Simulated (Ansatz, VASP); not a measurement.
## ZnSe in VASP and in Ansatz

INCAR

```
SYSTEM = ZnSe
PREC = Accurate
ENCUT = 500
EDIFF = 1E-6
ISMEAR = -1
SIGMA = 0.5
LREAL = .FALSE.
LASPH = .TRUE.
NELM = 120
ALGO = Normal
ISIF = 2
LWAVE = .FALSE.
LCHARG = .TRUE.
GGA = PE
LELF = .TRUE.
LVHAR = .TRUE.
NBANDS = 16
GGA_COMPAT = .FALSE.
```

KPOINTS

```
Automatic mesh
0
G
  6 6 6
  0 0 0
```

File POSCAR:

```
ZnSe
1.0
    0.0000000000      2.8324206805      2.8324206805
    2.8324206805      0.0000000000      2.8324206805
    2.8324206805      2.8324206805      0.0000000000
Zn Se
1 1
Direct
    0.0000000000      0.0000000000      0.0000000000
    0.2500000000      0.2500000000      0.2500000000
```

Input for Ansatz:

```yaml
crystal:
  lattice:
    - [0.0, 2.8324206805, 2.8324206805]
    - [2.8324206805, 0.0, 2.8324206805]
    - [2.8324206805, 2.8324206805, 0.0]
  atoms:
    - { symbol: Zn, position: [0.0, 0.0, 0.0] }
    - { symbol: Se, position: [0.25, 0.25, 0.25] }
kpoints:
  mp_grid: { grid: [6, 6, 6] }
hamiltonian:
  xc: pbe
scf:
  occupations: { method: fermi_dirac, width: 0.5 }
  n_extra_bands: 4
output:
  forces: true
  stress: true
  eigenvalues: true
```

Alike in both runs: task single point; functional PBE; k mesh 6 × 6 × 6; occupations fermi-dirac, width 0.5 eV; no spin polarisation.

|  | VASP | Ansatz |
| --- | --- | --- |
| version | VASP 6.6.1 | Ansatz 0.2.0 |
| potentials or method | VASP PAW PBE potentials, release 64 (Zn, Se) | plane waves |
| plane-wave cutoff (eV) | 500 | 420 |
| valence electrons in the cell | 18 | 28 |

Ansatz gave:

* pressure (GPa): 2.6

Question: What did VASP give for the same quantities?

Answer: Pressure (GPa): 2.8.

VASP's potentials hold 18 valence electrons a cell and Ansatz's 28, so a difference there can come from the potentials and not from the codes.
